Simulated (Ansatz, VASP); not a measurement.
**One calculation of CdS, two programs**

The input INCAR:

```
PREC = Accurate ; ENCUT = 520
EDIFF = 1E-6 ; ISMEAR = 0
SIGMA = 0.1 ; LREAL = F
LASPH = T ; NELM = 100
ALGO = Normal ; ISIF = 2
LWAVE = F ; LCHARG = F
NBANDS = 16
```

Contents of KPOINTS:

```
regular mesh
0
Gamma
  6 6 6
```

The input POSCAR:

```
CdS
1.0
    0.0000000000      2.9922869091      2.9922869091
    2.9922869091      0.0000000000      2.9922869091
    2.9922869091      2.9922869091      0.0000000000
Cd S
1 1
Direct
    0.0000000000      0.0000000000      0.0000000000
    0.2500000000      0.2500000000      0.2500000000
```

Input for Ansatz:

```yaml
crystal:
  lattice:
    - [0.0, 2.992286909089552, 2.992286909089552]
    - [2.992286909089552, 0.0, 2.992286909089552]
    - [2.992286909089552, 2.992286909089552, 0.0]
  atoms:
    - { symbol: Cd, position: [0.0, 0.0, 0.0] }
    - { symbol: S, position: [0.25, 0.25, 0.25] }
basis:
  ecutwfc: 500.0
kpoints:
  mp_grid:
    grid: [6, 6, 6]
hamiltonian:
  xc: lda
  pseudopotentials:
    kind: paw
scf:
  occupations:
    method: gaussian
output:
  stress: true
```

Alike in both runs: task single point; functional LDA; k mesh 6 × 6 × 6; no spin polarisation.

```csv
,VASP,Ansatz
version,VASP 6.6.1,Ansatz 0.2.0
potentials or method,"VASP PAW LDA potentials, release 64 (Cd, S), cutoff 520 eV","plane waves, PAW"
occupations,"gaussian, width 0.1 eV",gaussian
valence electrons in the cell,18,26
```

|  | VASP | Ansatz | Ansatz less VASP |
| --- | --- | --- | --- |
| pressure (GPa) | -5.7 | -6.1 | -0.32 |

LDA's correlation is that of Perdew and Zunger in VASP and of Perdew and Wang (1992) in Ansatz. VASP's potentials hold 18 valence electrons a cell and Ansatz's 26, so a difference there can come from the potentials and not from the codes.
